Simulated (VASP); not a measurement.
# Pt: single point with PBEsol

Pt:

```
Pt
1.0
    -1.51366    1.51366    1.53706
     1.51366   -1.51366    1.53706
     1.51366    1.51366   -1.53706
Pt
1
Cartesian
  0.0000 0.0000 0.0000
```

This cell differs from its parent crystal: strain -0.030 along x and y, -0.015 along z.

```yaml
Program: VASP 6.6.1
Task: single point
Functional: PBEsol
Potentials_or_basis: VASP PAW PBE potentials, release 64 (Pt)
Cutoff: 520 eV
k_mesh: 26 × 26 × 26
Occupations: gaussian, width 0.15 eV
Spin: no spin polarisation
Dipole_correction: no
Further_INCAR_settings: ALGO = Fast; EDIFF = 1e-06; NBANDS = 11
```

```json
{
 "Pressure": "25.6 GPa",
 "Band gap on the k mesh": "zero (band 5 reaches 13.51 eV, above the bottom of band 6 at 10.86 eV)"
}
```

Stress tensor (GPa, compression positive):
```
25.02  0.00  0.00
 0.00 25.02  0.00
 0.00  0.00 26.86
```

Levels at points of the mesh, in eV from the Fermi level:
| k point | band 1 | band 2 | band 3 | band 4 | band 5 | band 6 | band 7 | band 8 | band 9 | band 10 |
| --- | --- | --- | --- | --- | --- | --- | --- | --- | --- | --- |
| (0.00, 0.00, 0.00) | -10.83 | -4.23 | -4.23 | -4.07 | -1.31 | -1.11 | 16.77 | 17.09 | 17.09 | 28.37 |
| (0.50, 0.00, 0.00) | -7.80 | -5.84 | -1.48 | -0.79 | -0.22 | 1.30 | 7.26 | 13.23 | 16.92 | 24.43 |
| (0.50, 0.50, 0.00) | -7.78 | -6.00 | -1.26 | -0.72 | -0.11 | 1.34 | 7.41 | 13.08 | 16.53 | 24.87 |
| (0.50, 0.50, 0.50) | -7.33 | -7.32 | 0.63 | 0.68 | 0.68 | 7.54 | 8.02 | 8.02 | 14.45 | 20.56 |

Wall time 67 s on 1 thread of Intel(R) Xeon(R) 6975P-C (Granite Rapids), with other jobs on the host, peak memory 0.31 GiB.

Caveat: the cell differs from its parent crystal (strain -0.030 along x and y, -0.015 along z); the PAW data sets were made with another functional, which shifts forces and pressure a little; spin-orbit coupling is left out, which moves the levels of the heavy elements.
